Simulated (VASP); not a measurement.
# PbF2 (Fm-3m) in VASP: relaxation of cell and atoms with PBE

Aim: the relaxation of cell and atoms of PbF2 with PBE.

Program: VASP 6.6.1. These are calculated values, not measurements. Logs are shortened: lines on timing, memory, paths and dates and some standing lists are left out, and cuts for length are marked.

### 1 The cell of the first run

It takes space group Fm-3m (No. 225, cubic). The conventional cell has a = 4.812 Å, b = 4.812 Å, c = 4.812 Å, α = 90.00°, β = 90.00°, γ = 90.00°. Pb (site symmetry m-3m) has 8 F at 2.08 Å within 2.8 Å. Within 2.8 Å of F (site symmetry -43m) lie 4 Pb at 2.08 Å and 6 F at 2.41 Å.

### 2 Relaxation of cell and atoms, PBE

INCAR reads:

```
PREC = Accurate
ENCUT = 1350
EDIFF = 1E-7
ISMEAR = -1
SIGMA = 0.02
LREAL = F
LASPH = T
NELM = 120
ALGO = Normal
ISIF = 3
LWAVE = F
LCHARG = F
GGA = PE
IBRION = 2
NSW = 80
EDIFFG = -0.005
GGA_COMPAT = F
NELMIN = 4
```

KPOINTS reads:

```
Automatic mesh
0
Gamma
  8 8 8
```

POSCAR reads:

```
PbF2
1.0
    0.0000000000      2.4059029803      2.4059029803
    2.4059029803      0.0000000000      2.4059029803
    2.4059029803      2.4059029803      0.0000000000
Pb F
1 2
Direct
    0.0000000000      0.0000000000      0.0000000000
    0.2500000000      0.2500000000      0.2500000000
    0.7500000000      0.7500000000      0.7500000000
```

Potentials or basis: VASP PAW PBE potentials, release 64 (Pb_d, F_h).

Started as:

```sh
cat potpaw_PBE.64/Pb_d/POTCAR potpaw_PBE.64/F_h/POTCAR > POTCAR
mpirun -np 1 vasp_std > vasp.out
```

OUTCAR:

```text
PREC = Accurate
   ENCUT = 1350
   EDIFF = 1E-7
   ISMEAR = -1
   LREAL = F
   LASPH = T
   NELM = 120
   ISIF = 3
   GGA = PE
   IBRION = 2
   NSW = 80
   EDIFFG = -0.005
   NELMIN = 4

 ion  position               nearest neighbor table
   1  0.000  0.000  0.000-   3 2.08   3 2.08   3 2.08   2 2.08   3 2.08   2 2.08   2 2.08   2 2.08

   2  0.250  0.250  0.250-   1 2.08   1 2.08   1 2.08   1 2.08
   3  0.750  0.750  0.750-   1 2.08   1 2.08   1 2.08   1 2.08

  LATTYP: Found a face centered cubic cell.
 ALAT       =     4.8118059606

  Lattice vectors:

 A1 = (   0.0000000000,   2.4059029803,   2.4059029803)
 A2 = (   2.4059029803,   0.0000000000,   2.4059029803)
 A3 = (   2.4059029803,   2.4059029803,   0.0000000000)

Analysis of symmetry for initial positions (statically):
=====================================================================
 Subroutine PRICEL returns:
 Original cell was already a primitive cell.

 Routine SETGRP: Setting up the symmetry group for a
 face centered cubic supercell.

 Subroutine GETGRP returns: Found 48 space group operations
 (whereof 48 operations were pure point group operations)
 out of a pool of 48 trial point group operations.

The static configuration has the point symmetry O_h .

Analysis of symmetry for dynamics (positions and initial velocities):
=====================================================================
 Subroutine PRICEL returns:
 Original cell was already a primitive cell.

 Routine SETGRP: Setting up the symmetry group for a
 face centered cubic supercell.

 Subroutine GETGRP returns: Found 48 space group operations
 (whereof 48 operations were pure point group operations)
 out of a pool of 48 trial point group operations.

The dynamic configuration has the point symmetry O_h .

 Subroutine INISYM returns: Found 48 space group operations
 (whereof 48 operations are pure point group operations),
 and found     1 'primitive' translations

----------------------------------------------------------------------------------------

                                     Primitive cell

  volume of cell :      27.8525

  direct lattice vectors                    reciprocal lattice vectors
     0.000000000  2.405902980  2.405902980    -0.207822179  0.207822179  0.207822179
     2.405902980  0.000000000  2.405902980     0.207822179 -0.207822179  0.207822179
     2.405902980  2.405902980  0.000000000     0.207822179  0.207822179 -0.207822179

  length of vectors
     3.402460624  3.402460624  3.402460624     0.359958573  0.359958573  0.359958573

  position of ions in fractional coordinates (direct lattice)
     0.000000000  0.000000000  0.000000000
     0.250000000  0.250000000  0.250000000
     0.750000000  0.750000000  0.750000000

  ion indices of the primitive-cell ions
   primitive index   ion index
                 1           1
                 2           2
                 3           3

----------------------------------------------------------------------------------------

 KPOINTS: Automatic mesh

Automatic generation of k-mesh.
 Grid dimensions read from file:
 generate k-points for:    8    8    8

 Generating k-lattice:

  Cartesian coordinates                     Fractional coordinates (reciprocal lattice)
    -0.025977772  0.025977772  0.025977772     0.125000000  0.000000000  0.000000000
     0.025977772 -0.025977772  0.025977772     0.000000000  0.125000000  0.000000000
     0.025977772  0.025977772 -0.025977772     0.000000000  0.000000000  0.125000000

  Length of vectors
     0.044994822  0.044994822  0.044994822

  Shift w.r.t. Gamma in fractional coordinates (k-lattice)
     0.000000000  0.000000000  0.000000000

 Subroutine IBZKPT returns following result:
 ===========================================

 Found     29 irreducible k-points:

 Following reciprocal coordinates:
            Coordinates               Weight
  0.000000  0.000000  0.000000      1.000000
  0.125000  0.000000  0.000000      8.000000
  0.250000  0.000000  0.000000      8.000000
  0.375000  0.000000  0.000000      8.000000
  0.500000  0.000000  0.000000      4.000000
  0.125000  0.125000  0.000000      6.000000
[... 16 lines left out ...]
  0.500000  0.250000  0.125000     48.000000
 -0.375000  0.250000  0.125000     24.000000
 [... further k-points ...]
   k-points           NKPTS =     29   k-points in BZ     NKDIM =     29   number of bands    NBANDS=     18
   number of dos      NEDOS =    301   number of ions     NIONS =      3
   total plane-waves  NPLWV =  74088
   dimension x,y,z NGX =    42 NGY =   42 NGZ =   42
   dimension x,y,z NGXF=    84 NGYF=   84 NGZF=   84
   ions per type =               1   2
   NGX,Y,Z   is equivalent  to a cutoff of  20.52, 20.52, 20.52 a.u.
   NGXF,Y,Z  is equivalent  to a cutoff of  41.04, 41.04, 41.04 a.u.
 SYSTEM =  unknown system
   PREC   = accura    normal or accurate (medium, high low for compatibility)
   ISTART =      0    job   : 0-new  1-cont  2-samecut
   ICHARG =      2    charge: 1-file 2-atom 10-const
   ISPIN  =      1    spin polarized calculation?
   LNONCOLLINEAR =      F non collinear calculations
   LSORBIT =      F    spin-orbit coupling
   LASPH  =      T    aspherical Exc in radial PAW
   ENCUT  = 1350.0 eV  99.22 Ry    9.96 a.u.  10.19 10.19 10.19*2*pi/ulx,y,z
   NELM   =    120;   NELMIN=  4; NELMDL= -5     # of ELM steps
   EDIFF  = 0.1E-06   stopping-criterion for ELM
   LREAL  =      F    real-space projection
   EDIFFG = -.5E-02   stopping-criterion for IOM
   NSW    =     80    number of steps for IOM
   IBRION =      2    ionic relax: 0-MD 1-quasi-New 2-CG
   NFREE  =      1    steps in history (QN), initial steepest desc. (CG)
   ISIF   =      3    stress and relaxation
   ISYM   =      2    0-nonsym 1-usesym 2-fastsym
   POTIM  = 0.5000    time-step for ionic-motion
   TEBEG  =    0.0;   TEEND  =   0.0 temperature during run
   PSTRESS=    0.0 pullay stress
   NELECT =      28.0000    total number of electrons
   NUPDOWN=      -1.0000    fix difference up-down
   EMIN   =  10.00;   EMAX   =-10.00  energy-range for DOS
   EFERMI =   0.00;   METHOD = LEGACY
   ISMEAR =    -1;   SIGMA  =   0.02  broadening in eV -4-tet -1-fermi 0-gaus
   EFERMI_NEDOS =   21; number of points for ismear=-14 and -15
   IALGO  =     38    algorithm
   IMIX   =      4    mixing-type and parameters
     AMIX     =   0.40;   BMIX     =  1.00
     AMIX_MAG =   1.60;   BMIX_MAG =  1.00
  volume/ion in A,a.u.               =       9.28        62.65
  Fermi-wavevector in a.u.,A,eV,Ry     =   1.639983  3.099119 36.593480  2.689545
  Thomas-Fermi vector in A             =   2.730698
   LORBIT       =      0    0 simple, 1 ext, 2 COOP (PROOUT), +10 PAW based schemes
   GGA     = PE    functional components
   LHFCALC =     F    Hartree Fock is set to
   AEXX    =    0.0000 exact exchange contribution
   IVDW    =     0    specifies the selected vdW correction
   LEPSILON=     F    determine dielectric tensor
   LRPA    =     F    only Hartree local field effects (RPA)
 conjugate gradient relaxation of ions
 non-spin polarized calculation
  energy-cutoff  :     1350.00
  volume of cell :       27.85
 maximum number of plane-waves:      3156
 NGX is ok and might be reduce to    42
   NGX = 21   NGY = 21   NGZ = 21

--------------------------------------- Ionic step        1  -------------------------------------------

 number of electron      27.9999998 magnetization

 Free energy of the ion-electron system (eV)
  ---------------------------------------------------
  ext. energy  EPLUGINS =         0.00000000
  ---------------------------------------------------
  free energy    TOTEN  =        -5.11048862 eV

  energy without entropy =       -5.11048862  energy(sigma->0) =       -5.11048862

 E-fermi :  14.8114     XC(G=0): -12.9770

 val. band max:       14.3096909150   @ k =  -0.2500   0.5000   0.2500
 cond. band min:      16.9079527831   @ k =   0.3750   0.3750   0.0000
 fundamental gap:      2.5982618680
 Fermi energy:        14.8114158568

 k-point     1 :       0.0000    0.0000    0.0000
  band No.  band energies     occupation
      1     -15.4887      2.00000
      2     -12.5218      2.00000
      3      -4.4190      2.00000
      4      -4.4190      2.00000
      5      -4.4190      2.00000
      6      -3.1083      2.00000
[... 10 lines left out ...]
     17      19.6761      0.00000
     18      25.1881      0.00000
[... 466 lines left out ...]
      2     -13.8409      2.00000
      3      -3.7775      2.00000
      4      -3.7430      2.00000
      5      -3.0647      2.00000
      6      -2.9672      2.00000
[... 10 lines left out ...]
     17      23.0041      0.00000
     18      24.9191      0.00000

 [... further k-points ...]

------------------------ aborting loop because EDIFF is reached ----------------------------------------

  FORCE on cell =-STRESS in cart. coord.  units (eV):
  Direction    XX          YY          ZZ          XY          YZ          ZX
  --------------------------------------------------------------------------------------
  -------------------------------------------------------------------------------------
  Total       36.6242221     36.6242221     36.6242221      0.0000000     -0.0000000     -0.0000000
  in kB     2106.7580689   2106.7580689   2106.7580689      0.0000000     -0.0000000     -0.0000000
  external PRESSURE =    2106.7580689 kB  Pullay stress =       0.0000000 kB
[... 22 lines left out ...]
  energy  without entropy=       -5.1104886219  energy(sigma->0) =       -5.11048862

--------------------------------------- Ionic step        2  -------------------------------------------

 number of electron      27.9999990 magnetization

 E-fermi :  -2.2261     XC(G=0):  -6.2637

 val. band max:       -2.6690705243   @ k =   0.5000   0.5000   0.0000
 cond. band min:      -0.0395236536   @ k =   0.5000   0.5000   0.0000
 fundamental gap:      2.6295468708
 Fermi energy:        -2.2261257965

 k-point     1 :       0.0000    0.0000    0.0000
  band No.  band energies     occupation
      1     -21.8354      2.00000
      2     -21.7872      2.00000
      3     -19.3282      2.00000
      4     -19.3282      2.00000
      5     -19.3121      2.00000
      6     -19.3121      2.00000
[... 10 lines left out ...]
     17       0.9926      0.00000
     18       4.3790      0.00000
[... 466 lines left out ...]
      2     -21.8100      2.00000
      3     -19.3283      2.00000
      4     -19.3279      2.00000
      5     -19.3107      2.00000
      6     -19.3094      2.00000
[... 10 lines left out ...]
     17       1.1604      0.00000
     18       6.2496      0.00000

 [... further k-points ...]

------------------------ aborting loop because EDIFF is reached ----------------------------------------

  FORCE on cell =-STRESS in cart. coord.  units (eV):
  Direction    XX          YY          ZZ          XY          YZ          ZX
  --------------------------------------------------------------------------------------
  -------------------------------------------------------------------------------------
  Total      -29.5283298    -29.5283298    -29.5283298     -0.0000000      0.0000000      0.0000000
  in kB     -423.4035859   -423.4035859   -423.4035859     -0.0000000      0.0000000      0.0000000
  external PRESSURE =    -423.4035859 kB  Pullay stress =       0.0000000 kB
[... 207 lines left out ...]
  energy  without entropy=      -14.2933024081  energy(sigma->0) =      -14.29330241

--------------------------------------- Ionic step        8  -------------------------------------------

 number of electron      27.9999991 magnetization

 Free energy of the ion-electron system (eV)
  ---------------------------------------------------
  ext. energy  EPLUGINS =         0.00000000
  ---------------------------------------------------
  free energy    TOTEN  =       -14.29334116 eV

  energy without entropy =      -14.29334116  energy(sigma->0) =      -14.29334116

 E-fermi :   2.4566     XC(G=0):  -9.2931

 val. band max:        1.9394474840   @ k =  -0.2500   0.5000   0.2500
 cond. band min:       6.3613061909   @ k =   0.5000   0.5000   0.0000
 fundamental gap:      4.4218587068
 Fermi energy:         2.4565861588

 k-point     1 :       0.0000    0.0000    0.0000
  band No.  band energies     occupation
      1     -18.9766      2.00000
      2     -18.3967      2.00000
      3     -12.4706      2.00000
      4     -12.4706      2.00000
      5     -12.4706      2.00000
      6     -12.4233      2.00000
[... 10 lines left out ...]
     17       8.6950      0.00000
     18      12.5258      0.00000
[... 466 lines left out ...]
      2     -18.6531      2.00000
      3     -12.4417      2.00000
      4     -12.4345      2.00000
      5     -12.3996      2.00000
      6     -12.3707      2.00000
[... 10 lines left out ...]
     17       9.6055      0.00000
     18      12.8935      0.00000

 [... further k-points ...]

------------------------ aborting loop because EDIFF is reached ----------------------------------------

  FORCE on cell =-STRESS in cart. coord.  units (eV):
  Direction    XX          YY          ZZ          XY          YZ          ZX
  --------------------------------------------------------------------------------------
  -------------------------------------------------------------------------------------
  Total       -0.0004626     -0.0004626     -0.0004626     -0.0000000     -0.0000000      0.0000000
  in kB       -0.0139205     -0.0139205     -0.0139205     -0.0000000     -0.0000000      0.0000000
  external PRESSURE =      -0.0139205 kB  Pullay stress =       0.0000000 kB
[... 18 lines left out ...]
  FREE ENERGIE OF THE ION-ELECTRON SYSTEM (eV)
  ---------------------------------------------------
  free  energy   TOTEN  =       -14.2933411557 eV

  energy  without entropy=      -14.2933411557  energy(sigma->0) =      -14.29334116

 reached required accuracy - stopping structural energy minimisation
```

Wall time 3.4 min (1 thread of AMD EPYC 9R45 (Zen 5), shared host); peak memory 0.28 GiB.

What came out:

* Free energy: -14.2933 eV
* Relaxed volume: 17.75 Å³/atom
* Relaxed cell: a = 4.223 Å, b = 4.223 Å, c = 4.223 Å, α = 60.00°, β = 60.00°, γ = 60.00°
* Space group after relaxing (to 0.1 Å): Fm-3m (No. 225)
* Energy gained by relaxing: 3061.0 meV/atom
* Ionic steps: 8
* Pressure after relaxing: 0.0 GPa
* Band gap on the k mesh: 4.42 eV (least direct gap 4.57 eV)

The path:
| step | energy change (eV) | largest force (eV/Å) | pressure (GPa) | volume (Å³) |
| --- | --- | --- | --- | --- |
| 1 | 0.0000 | 0.0000 | 210.68 | 27.85 |
| 2 | -0.4164 | 0.0000 | -42.34 | 111.74 |
| 3 | -9.0582 | 0.0000 | -6.93 | 58.67 |
| 4 | -9.1439 | 0.0000 | -4.11 | 56.20 |
| 5 | -9.1828 | 0.0000 | 0.11 | 53.17 |
| 6 | -9.1815 | 0.0000 | -0.82 | 53.79 |
| 7 | -9.1828 | 0.0000 | 0.13 | 53.16 |
| 8 | -9.1829 | 0.0000 | 0.00 | 53.25 |

Final structure:
```yaml
crystal:
  lattice:
    - [0.00000, 2.98600, 2.98600]
    - [2.98600, 0.00000, 2.98600]
    - [2.98600, 2.98600, 0.00000]
  atoms:
    - { symbol: Pb, position: [0.00000, 0.00000, 0.00000] }
    - { symbol: F, position: [0.25000, 0.25000, 0.25000] }
    - { symbol: F, position: [0.75000, 0.75000, 0.75000] }
```

Caveat: the volume moved by over 15 % at a fixed basis, so the end points are rough; the structure was generated, so it needn't be the stable form of PbF2; spin-orbit coupling is left out, which moves the levels of the heavy elements. A k mesh can miss the band edges.
